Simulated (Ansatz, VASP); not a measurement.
**Rh: VASP beside Ansatz**

```
Rh
1.0
     0.00000    1.89785    1.89785
     1.89785    0.00000    1.89785
     1.89785    1.89785    0.00000
Rh
1
Direct
  0.00000 0.00000 0.00000
```

Alike in both runs: task single point; functional RPBE; k mesh 14 × 14 × 14; no spin polarisation.

```csv
,VASP,Ansatz
version,VASP 6.6.1,Ansatz 0.2.0
potentials or method,"VASP PAW PBE potentials, release 64 (Rh_pv), cutoff 520 eV","plane waves, PAW"
occupations,"methfessel-paxton of order 1, width 0.15 eV","cold, width 0.15 eV"
valence electrons in the cell,15,17
```

|  | VASP | Ansatz | Ansatz less VASP |
| --- | --- | --- | --- |
| pressure (GPa) | 12.5 | 12.1 | -0.35 |

VASP's potentials were made for PBE, not for RPBE. VASP's potentials hold 15 valence electrons a cell and Ansatz's 17, so a difference there can come from the potentials and not from the codes.
